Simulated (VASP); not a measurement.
# Ti3Si (P6_3/mmc) in VASP: further runs

The runs below take Ti3Si through single point, relaxation of cell and atoms, with PBEsol.

Everything below comes from runs of VASP 6.6.1. Logs are shortened: lines on timing, memory, paths and dates and some standing lists are left out, and cuts for length are marked.

### Step 1. The cell of the first run

It takes space group P6_3/mmc (No. 194, hexagonal). Conventional cell: a = 5.584 Å, b = 5.584 Å, c = 4.473 Å, α = 90.00°, β = 90.00°, γ = 120.00°. Ti (site symmetry mm2) has 8 Ti at 2.71 to 2.87 Å and 4 Si at 2.73 to 2.79 Å within 3.6 Å. Within 3.6 Å of Si (site symmetry -6m2) lie 12 Ti at 2.73 to 2.79 Å.

### Step 2. Single point, PBEsol

INCAR reads:

```
SYSTEM = Ti3Si
PREC = Accurate
ENCUT = 520
EDIFF = 1E-6
ISMEAR = 0
SIGMA = 0.1
LREAL = .FALSE.
LASPH = .TRUE.
NELM = 60
ALGO = Fast
ISIF = 2
LWAVE = .FALSE.
LCHARG = .FALSE.
GGA = PS
NBANDS = 50
```

KPOINTS reads:

```
regular mesh
0
G
  6 6 8
  0 0 0
```

POSCAR reads:

```
Ti3Si
1.0
    5.5838061708      0.0000000000      0.0000000000
   -2.7919030854      4.8357179938      0.0000000000
    0.0000000000      0.0000000000      4.4732147126
Ti Si
6 2
Direct
    0.3431759318      0.1715879659      0.7500000000
    0.8284120341      0.1715879659      0.7500000000
    0.8284120341      0.6568240682      0.7500000000
    0.6568240682      0.8284120341      0.2500000000
    0.1715879659      0.8284120341      0.2500000000
    0.1715879659      0.3431759318      0.2500000000
    0.3333333333      0.6666666667      0.7500000000
    0.6666666667      0.3333333333      0.2500000000
```

Potentials or basis: VASP PAW PBE potentials, release 64 (Ti_sv, Si).

Run with:

```bash
> cat potpaw_PBE.64/Ti_sv/POTCAR potpaw_PBE.64/Si/POTCAR > POTCAR
> mpirun -np 1 vasp_std > vasp.out
```

OUTCAR:

```text
SYSTEM = Ti3Si
   PREC = Accurate
   ENCUT = 520
   EDIFF = 1E-6
   ISMEAR = 0
   LREAL = .FALSE.
   LASPH = .TRUE.
   NELM = 60
   ISIF = 2
   GGA = PS

 ion  position               nearest neighbor table
   1  0.343  0.172  0.750-   2 2.71   3 2.71   8 2.73   8 2.73   6 2.79   6 2.79   5 2.79   5 2.79
                             7 2.79   7 2.79   2 2.87   3 2.87
   2  0.828  0.172  0.750-   1 2.71   3 2.71   8 2.73   8 2.73   6 2.79   6 2.79   4 2.79   4 2.79
                             7 2.79   7 2.79   1 2.87   3 2.87
   3  0.828  0.657  0.750-   1 2.71   2 2.71   8 2.73   8 2.73   4 2.79   4 2.79   5 2.79   5 2.79
                             7 2.79   7 2.79   2 2.87   1 2.87
   4  0.657  0.828  0.250-   5 2.71   6 2.71   7 2.73   7 2.73   3 2.79   3 2.79   2 2.79   2 2.79
                             8 2.79   8 2.79   5 2.87   6 2.87
   5  0.172  0.828  0.250-   4 2.71   6 2.71   7 2.73   7 2.73   3 2.79   3 2.79   1 2.79   1 2.79
                             8 2.79   8 2.79   4 2.87   6 2.87
   6  0.172  0.343  0.250-   4 2.71   5 2.71   7 2.73   7 2.73   1 2.79   1 2.79   2 2.79   2 2.79
                             8 2.79   8 2.79   5 2.87   4 2.87
   7  0.333  0.667  0.750-   5 2.73   5 2.73   4 2.73   4 2.73   6 2.73   6 2.73   3 2.79   1 2.79
                             2 2.79   2 2.79   3 2.79   1 2.79
   8  0.667  0.333  0.250-   2 2.73   2 2.73   1 2.73   1 2.73   3 2.73   3 2.73   6 2.79   4 2.79
                             5 2.79   5 2.79   6 2.79   4 2.79

  LATTYP: Found a hexagonal cell.
 ALAT       =     5.5838061708
 C/A-ratio  =     0.8011049409

  Lattice vectors:

 A1 = (   5.5838061708,   0.0000000000,   0.0000000000)
 A2 = (  -2.7919030854,   4.8357179938,   0.0000000000)
 A3 = (   0.0000000000,   0.0000000000,   4.4732147126)

Analysis of symmetry for initial positions (statically):
=====================================================================
 Subroutine PRICEL returns:
 Original cell was already a primitive cell.

 Routine SETGRP: Setting up the symmetry group for a
 hexagonal supercell.

 Subroutine GETGRP returns: Found 24 space group operations
 (whereof 12 operations were pure point group operations)
 out of a pool of 24 trial point group operations.

The static configuration has the point symmetry D_3d.
 The point group associated with its full space group is D_6h.

Analysis of symmetry for dynamics (positions and initial velocities):
=====================================================================
 Subroutine PRICEL returns:
 Original cell was already a primitive cell.

 Routine SETGRP: Setting up the symmetry group for a
 hexagonal supercell.

 Subroutine GETGRP returns: Found 24 space group operations
 (whereof 12 operations were pure point group operations)
 out of a pool of 24 trial point group operations.

The dynamic configuration has the point symmetry D_3d.
 The point group associated with its full space group is D_6h.

 Subroutine INISYM returns: Found 24 space group operations
 (whereof 12 operations are pure point group operations),
 and found     1 'primitive' translations

----------------------------------------------------------------------------------------

                                     Primitive cell

  volume of cell :     120.7845

  direct lattice vectors                    reciprocal lattice vectors
     5.583806171  0.000000000  0.000000000     0.179089311  0.103397262  0.000000000
    -2.791903085  4.835717994  0.000000000     0.000000000  0.206794524  0.000000000
     0.000000000  0.000000000  4.473214713     0.000000000  0.000000000  0.223552873

  length of vectors
     5.583806171  5.583806171  4.473214713     0.206794524  0.206794524  0.223552873

  position of ions in fractional coordinates (direct lattice)
     0.343175932  0.171587966  0.750000000
     0.828412034  0.171587966  0.750000000
     0.828412034  0.656824068  0.750000000
     0.656824068  0.828412034  0.250000000
     0.171587966  0.828412034  0.250000000
     0.171587966  0.343175932  0.250000000
     0.333333333  0.666666667  0.750000000
     0.666666667  0.333333333  0.250000000

  ion indices of the primitive-cell ions
   primitive index   ion index
                 1           1
                 2           2
                 3           3
                 4           4
                 5           5
                 6           6
                 7           7
                 8           8

----------------------------------------------------------------------------------------

 KPOINTS: regular mesh

Automatic generation of k-mesh.
 Grid dimensions read from file:
 generate k-points for:    6    6    8

 Generating k-lattice:

  Cartesian coordinates                     Fractional coordinates (reciprocal lattice)
     0.029848219  0.017232877  0.000000000     0.166666667 -0.000000000  0.000000000
     0.000000000  0.034465754  0.000000000     0.000000000  0.166666667  0.000000000
     0.000000000  0.000000000  0.027944109     0.000000000  0.000000000  0.125000000

  Length of vectors
     0.034465754  0.034465754  0.027944109

  Shift w.r.t. Gamma in fractional coordinates (k-lattice)
     0.000000000  0.000000000  0.000000000

 Subroutine IBZKPT returns following result:
 ===========================================

 Found     35 irreducible k-points:

 Following reciprocal coordinates:
            Coordinates               Weight
  0.000000  0.000000  0.000000      1.000000
  0.166667  0.000000  0.000000      6.000000
  0.333333  0.000000  0.000000      6.000000
  0.500000  0.000000  0.000000      3.000000
  0.166667  0.166667  0.000000      6.000000
  0.333333  0.166667  0.000000     12.000000
[... 16 lines left out ...]
  0.166667  0.000000  0.375000     12.000000
  0.333333  0.000000  0.375000     12.000000
 [... further k-points ...]
   k-points           NKPTS =     35   k-points in BZ     NKDIM =     35   number of bands    NBANDS=     50
   number of dos      NEDOS =    301   number of ions     NIONS =      8
   total plane-waves  NPLWV =  63504
   dimension x,y,z NGX =    42 NGY =   42 NGZ =   36
   dimension x,y,z NGXF=    84 NGYF=   84 NGZF=   72
   ions per type =               6   2
   NGX,Y,Z   is equivalent  to a cutoff of  12.50, 12.50, 13.38 a.u.
   NGXF,Y,Z  is equivalent  to a cutoff of  25.01, 25.01, 26.76 a.u.
 SYSTEM =  Ti3Si
   PREC   = accura    normal or accurate (medium, high low for compatibility)
   ISTART =      0    job   : 0-new  1-cont  2-samecut
   ICHARG =      2    charge: 1-file 2-atom 10-const
   ISPIN  =      1    spin polarized calculation?
   LNONCOLLINEAR =      F non collinear calculations
   LSORBIT =      F    spin-orbit coupling
   LASPH  =      T    aspherical Exc in radial PAW
   ENCUT  =  520.0 eV  38.22 Ry    6.18 a.u.  10.38 10.38  8.32*2*pi/ulx,y,z
   NELM   =     60;   NELMIN=  2; NELMDL= -5     # of ELM steps
   EDIFF  = 0.1E-05   stopping-criterion for ELM
   LREAL  =      F    real-space projection
[... 7 lines left out ...]
   TEBEG  =    0.0;   TEEND  =   0.0 temperature during run
   PSTRESS=    0.0 pullay stress
   NELECT =      80.0000    total number of electrons
   NUPDOWN=      -1.0000    fix difference up-down
   EMIN   =  10.00;   EMAX   =-10.00  energy-range for DOS
   EFERMI =   0.00;   METHOD = LEGACY
   ISMEAR =     0;   SIGMA  =   0.10  broadening in eV -4-tet -1-fermi 0-gaus
   EFERMI_NEDOS =   21; number of points for ismear=-14 and -15
   IALGO  =     68    algorithm
   IMIX   =      4    mixing-type and parameters
     AMIX     =   0.40;   BMIX     =  1.00
     AMIX_MAG =   1.60;   BMIX_MAG =  1.00
  volume/ion in A,a.u.               =      15.10       101.89
  Fermi-wavevector in a.u.,A,eV,Ry     =   1.427035  2.696704 27.707278  2.036428
  Thomas-Fermi vector in A             =   2.547247
   LORBIT       =      0    0 simple, 1 ext, 2 COOP (PROOUT), +10 PAW based schemes
   GGA     = PS    functional components
   LHFCALC =     F    Hartree Fock is set to
   AEXX    =    0.0000 exact exchange contribution
   IVDW    =     0    specifies the selected vdW correction
   LEPSILON=     F    determine dielectric tensor
   LRPA    =     F    only Hartree local field effects (RPA)
 non-spin polarized calculation
 RMM-DIIS sequential band-by-band and
 Gauss-broadening in eV      SIGMA  =   0.10
  energy-cutoff  :      520.00
  volume of cell :      120.78
 maximum number of plane-waves:      3275
 NGX is ok and might be reduce to    42
   NGX = 21   NGY = 21   NGZ = 17

 number of electron      79.9999987 magnetization

 Free energy of the ion-electron system (eV)
  ---------------------------------------------------
  ext. energy  EPLUGINS =         0.00000000
  ---------------------------------------------------
  free energy    TOTEN  =       -65.68808424 eV

  energy without entropy =      -65.65299722  energy(sigma->0) =      -65.67054073

 E-fermi :   9.6404     XC(G=0): -12.0054

 val. band max:        9.6401340549   @ k =   0.3333   0.1667   0.0000
 cond. band min:       9.6562263720   @ k =   0.5000   0.0000   0.5000
 fundamental gap:      0.0160923171
 Fermi energy:         9.6404235462

 k-point     1 :       0.0000    0.0000    0.0000
  band No.  band energies     occupation
      1     -46.8081      2.00000
      2     -46.6684      2.00000
      3     -46.6654      2.00000
      4     -46.6654      2.00000
      5     -46.5989      2.00000
      6     -46.5989      2.00000
[... 42 lines left out ...]
     49      11.7904      0.00000
     50      11.8496      0.00000

 k-point     2 :       0.1667    0.0000    0.0000
  band No.  band energies     occupation
      1     -46.7996      2.00000
      2     -46.6775      2.00000
      3     -46.6657      2.00000
      4     -46.6648      2.00000
      5     -46.5991      2.00000
      6     -46.5986      2.00000
[... 42 lines left out ...]
     49      11.8840      0.00000
     50      12.1946      0.00000

 k-point     3 :       0.3333    0.0000    0.0000
  band No.  band energies     occupation
      1     -46.7765      2.00000
      2     -46.7055      2.00000
      3     -46.6663      2.00000
      4     -46.6584      2.00000
      5     -46.6011      2.00000
      6     -46.5981      2.00000
[... 42 lines left out ...]
     49      11.8298      0.00000
     50      11.9355      0.00000

 k-point     4 :       0.5000    0.0000    0.0000
  band No.  band energies     occupation
      1     -46.7503      2.00000
      2     -46.7339      2.00000
      3     -46.6666      2.00000
      4     -46.6548      2.00000
      5     -46.6029      2.00000
      6     -46.5978      2.00000
[... 999 lines left out ...]
 k-point    23 :       0.1667    0.0000    0.3750
  band No.  band energies     occupation
      1     -46.7584      2.00000
      2     -46.7081      2.00000
      3     -46.6516      2.00000
      4     -46.6450      2.00000
      5     -46.6235      2.00000
      6     -46.6193      2.00000
[... 42 lines left out ...]
     49      11.5034      0.00000
     50      11.5216      0.00000

 k-point    24 :       0.3333    0.0000    0.3750
  band No.  band energies     occupation
      1     -46.7399      2.00000
      2     -46.7032      2.00000
      3     -46.6648      2.00000
      4     -46.6452      2.00000
      5     -46.6341      2.00000
      6     -46.6191      2.00000
[... 42 lines left out ...]
     49      11.4907      0.00000
     50      11.6485      0.00000

 [... further k-points ...]
[... 5 lines left out ...]
  --------------------------------------------------------------------------------------
  -------------------------------------------------------------------------------------
  Total       -0.0639769     -0.0639769     -0.0530097      0.0000000     -0.0000000      0.0000000
  in kB       -0.8486389     -0.8486389     -0.7031608      0.0000000     -0.0000000      0.0000000
  external PRESSURE =      -0.8001462 kB  Pullay stress =       0.0000000 kB

 VOLUME and BASIS-vectors are now :
 -----------------------------------------------------------------------------
  energy-cutoff  :      520.00
  volume of cell :      120.78
      direct lattice vectors                 reciprocal lattice vectors
     5.583806171  0.000000000  0.000000000     0.179089311  0.103397262  0.000000000
    -2.791903085  4.835717994  0.000000000     0.000000000  0.206794524  0.000000000
     0.000000000  0.000000000  4.473214713     0.000000000  0.000000000  0.223552873

 POSITION                                       TOTAL-FORCE (eV/Angst)
 -----------------------------------------------------------------------------------
      1.43717      0.82975      3.35491        -0.009798     -0.005657      0.000000
      4.14664      0.82975      3.35491         0.009798     -0.005657     -0.000000
      2.79190      3.17622      3.35491         0.000000      0.011314     -0.000000
      1.35473      4.00597      1.11830         0.009798      0.005657     -0.000000
     -1.35473      4.00597      1.11830        -0.009798      0.005657      0.000000
      0.00000      1.65950      1.11830        -0.000000     -0.011314      0.000000
     -0.00000      3.22381      3.35491         0.000000     -0.000000      0.000000
      2.79190      1.61191      1.11830        -0.000000      0.000000      0.000000
 -----------------------------------------------------------------------------------
    total drift:                                0.000000     -0.000000      0.000000

  FREE ENERGIE OF THE ION-ELECTRON SYSTEM (eV)
  ---------------------------------------------------
  free  energy   TOTEN  =       -65.6880842410 eV

  energy  without entropy=      -65.6529972179  energy(sigma->0) =      -65.67054073
```

It took 7.6 min on 1 thread of Intel Xeon Platinum 8559C (Emerald Rapids), shared host; peak memory 0.33 GiB.

What came out:

```
Free energy            : -65.6881 eV
Pressure               : -0.1 GPa
Largest force          : 0.011 eV/Å
Band gap on the k mesh : zero (bands 40 and 41 overlap by 0.36 eV)
```

Forces in eV/Å, atoms in the order of the input:
```
Ti  -0.010 -0.006  0.000
Ti   0.010 -0.006  0.000
Ti   0.000  0.011  0.000
Ti   0.010  0.006  0.000
Ti  -0.010  0.006  0.000
Ti   0.000 -0.011  0.000
Si   0.000  0.000  0.000
Si   0.000  0.000  0.000
```

Levels at points of the mesh, in eV from the Fermi level:
```csv
k point,band 36,band 37,band 38,band 39,band 40,band 41,band 42,band 43,band 44,band 45
"(0.00, 0.00, 0.00)",-1.77,-1.41,-1.41,-0.66,-0.23,0.49,0.49,0.51,0.58,0.58
"(0.50, 0.00, 0.00)",-1.13,-0.98,-0.69,-0.67,0.02,0.34,0.48,0.57,0.87,1.18
"(0.00, 0.00, 0.50)",-1.42,-1.10,-1.10,-0.56,-0.56,-0.04,-0.04,-0.04,-0.04,1.61
"(0.50, 0.00, 0.50)",-0.63,-0.53,-0.53,-0.29,-0.29,0.02,0.02,0.54,0.54,1.11
```

Caveat: the PAW data sets were made with another functional, which shifts forces and pressure a little.

### Step 3. Relaxation of cell and atoms, PBEsol

This run uses another cell than the first one, of 15.47 Å³/atom.

INCAR reads:

```
SYSTEM = Ti3Si
PREC     = Accurate       ! precision mode
ENCUT    = 600            ! plane-wave cutoff, eV
EDIFF    = 1E-6           ! SCF threshold, eV
ISMEAR   = 0              ! smearing method
SIGMA    = 0.1            ! smearing width, eV
LREAL    = .FALSE.        ! projectors in reciprocal space
LASPH    = .TRUE.         ! aspherical terms in the spheres
NELM     = 60             ! most SCF steps
ALGO     = Fast           ! electronic algorithm
ISIF     = 3              ! what is computed and relaxed
LWAVE    = .FALSE.        ! write WAVECAR
LCHARG   = .FALSE.        ! write CHGCAR
GGA      = PS             ! functional
IBRION   = 2              ! ionic algorithm
NSW      = 100            ! ionic steps
EDIFFG   = -0.005         ! ionic threshold
```

KPOINTS is that of step 2.

POSCAR reads:

```
Ti3Si
1.0
    5.6313135898      0.0000000000      0.0000000000
   -2.8156567949      4.8768606255      0.0000000000
    0.0000000000      0.0000000000      4.5054524700
Ti Si
6 2
Direct
    0.3435999600      0.1717999800      0.7500000000
    0.8282000200      0.1717999800      0.7500000000
    0.8282000200      0.6564000400      0.7500000000
    0.6564000400      0.8282000200      0.2500000000
    0.1717999800      0.8282000200      0.2500000000
    0.1717999800      0.3435999600      0.2500000000
    0.3333333300      0.6666666700      0.7500000000
    0.6666666700      0.3333333300      0.2500000000
```

Potentials or basis: VASP PAW PBE potentials, release 64 (Ti_sv, Si).

Run with:

```bash
> cat potpaw_PBE.64/Ti_sv/POTCAR potpaw_PBE.64/Si/POTCAR > POTCAR
> mpirun -np 1 vasp_std > vasp.out
```

Wall time 31 min (1 thread of Intel Xeon Platinum 8559C (Emerald Rapids), shared host); peak memory 0.41 GiB.

The run converged. Its results:

| Item | Value |
| --- | --- |
| Free energy | -65.6892 eV |
| Relaxed volume | 15.09 Å³/atom |
| Relaxed cell | a = 5.582 Å, b = 5.582 Å, c = 4.473 Å, α = 90.00°, β = 90.00°, γ = 120.00° |
| Space group after relaxing (to 0.1 Å) | P6_3/mmc (No. 194) |
| Energy gained by relaxing | 4.1 meV/atom |
| Ionic steps | 10 |
| Pressure after relaxing | 0.0 GPa |
| Band gap on the k mesh | zero (bands 40 and 41 overlap by 0.36 eV) |

Forces in eV/Å, atoms in the order of the input:
```
Ti  -0.002 -0.001  0.000
Ti   0.002 -0.001  0.000
Ti   0.000  0.002  0.000
Ti   0.002  0.001  0.000
Ti  -0.002  0.001  0.000
Ti   0.000 -0.002  0.000
Si   0.000  0.000  0.000
Si   0.000  0.000  0.000
```

Step by step:
```tsv
step	energy change (eV)	largest force (eV/Å)	pressure (GPa)	volume (Å³)
1	0.0000	0.0288	-3.38	123.73
2	-0.0039	0.0248	3.44	117.98
3	-0.0326	0.0285	-0.36	120.72
4	-0.0323	0.0272	0.32	120.45
5	-0.0325	0.0283	0.19	120.57
6	-0.0326	0.0283	0.08	120.65
7	-0.0328	0.0095	0.08	120.64
8	-0.0328	0.0002	0.08	120.64
9	-0.0328	0.0022	-0.09	120.77
10	-0.0329	0.0020	-0.01	120.71
```

Final structure:
```yaml
crystal:
  lattice:
    - [5.58241, 0.00000, 0.00000]
    - [-2.79120, 4.83450, 0.00000]
    - [0.00000, 0.00000, 4.47275]
  atoms:
    - { symbol: Ti, position: [0.34304, 0.17152, 0.75000] }
    - { symbol: Ti, position: [0.82848, 0.17152, 0.75000] }
    - { symbol: Ti, position: [0.82848, 0.65696, 0.75000] }
    - { symbol: Ti, position: [0.65696, 0.82848, 0.25000] }
    - { symbol: Ti, position: [0.17152, 0.82848, 0.25000] }
    - { symbol: Ti, position: [0.17152, 0.34304, 0.25000] }
    - { symbol: Si, position: [0.33333, 0.66667, 0.75000] }
    - { symbol: Si, position: [0.66667, 0.33333, 0.25000] }
```

Levels at points of the mesh, in eV from the Fermi level:
```
           k point  band 36  band 37  band 38  band 39  band 40  band 41  band 42  band 43  band 44  band 45
(0.00, 0.00, 0.00)    -1.77    -1.41    -1.41    -0.66    -0.23     0.49     0.49     0.51     0.58     0.58
(0.50, 0.00, 0.00)    -1.13    -0.98    -0.69    -0.67     0.02     0.34     0.48     0.57     0.87     1.18
(0.00, 0.00, 0.50)    -1.42    -1.10    -1.10    -0.56    -0.56    -0.04    -0.04    -0.04    -0.04     1.61
(0.50, 0.00, 0.50)    -0.63    -0.53    -0.53    -0.29    -0.29     0.02     0.02     0.54     0.54     1.11
```

Caveat: the PAW data sets were made with another functional, which shifts forces and pressure a little.
